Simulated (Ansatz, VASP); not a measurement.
**Two plane-wave programs on CO**

```
CELL_PARAMETERS angstrom
2.64392 0.00000 0.00000
-1.32196 2.28970 0.00000
0.00000 0.00000 2.58436
ATOMIC_POSITIONS crystal
C 0.66667 0.33333 0.00000
O 0.00000 0.00000 0.50000
```

Alike in both runs: functional PBE; k mesh 6 × 6 × 4; occupations gaussian, width 0.1 eV; collinear spin.

Ansatz relaxed the structure, and its values are those at the end. VASP's run is a single point on that final structure, the one shown.

```csv
,VASP,Ansatz
version,VASP 6.6.1,Ansatz 0.2.0
potentials or method,"VASP PAW PBE potentials, release 64 (C, O), cutoff 600 eV","scalar-relativistic, plane waves, PAW"
valence electrons in the cell,10,10
```

VASP gave:

* gap on the k mesh at the Fermi level (eV): none
* pressure (GPa): -0.5
* net moment per atom (μB): 0.00

**Question.** Estimate Ansatz's values.

**Answer.** gap on the k mesh at the Fermi level (eV): none; pressure (GPa): 0.0; net moment per atom (μB): 0.00.

A gap of «none» marks a metal or a gap that the smearing closes. Ansatz's warnings: seeded moment not kept.

The k mesh is coarse, so the values compare programs but aren't converged.
